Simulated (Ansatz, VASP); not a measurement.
**Two plane-wave programs on H**

```xyz
2
Lattice="1.8008 -2.7433 0.0000 1.8008 2.7433 0.0000 0.0000 0.0000 3.4795" Properties=species:S:1:pos:R:3 pbc="T T T"
H     1.8008   -0.3795    0.0000
H     1.8008    0.3795    0.0000
```

Alike in both runs: functional PBEsol; k mesh 8 × 8 × 8; occupations gaussian, width 0.02 eV; no spin polarisation.

Ansatz relaxed the structure, and its values are those at the end. VASP's run is a single point on that final structure, the one shown.

|  | VASP | Ansatz |
| --- | --- | --- |
| version | VASP 6.6.1 | Ansatz 0.2.0 |
| potentials or method | VASP PAW PBE potentials, release 64 (H), cutoff 520 eV | scalar-relativistic, plane waves, PAW |
| valence electrons in the cell | 2 | 2 |

Ansatz gave:

```
gap on the k mesh at the Fermi level (eV) : 8.57
least direct gap on the mesh (eV)         : 8.83
pressure (GPa)                            : 0.0
```

**Question.** Which values does VASP return?

**Answer.** gap on the k mesh at the Fermi level (eV): 8.57; least direct gap on the mesh (eV): 8.83; pressure (GPa): -0.1.

VASP's potentials were made for PBE, not for PBEsol. With one functional, cell and mesh, what is left measures potentials, basis and numerics.
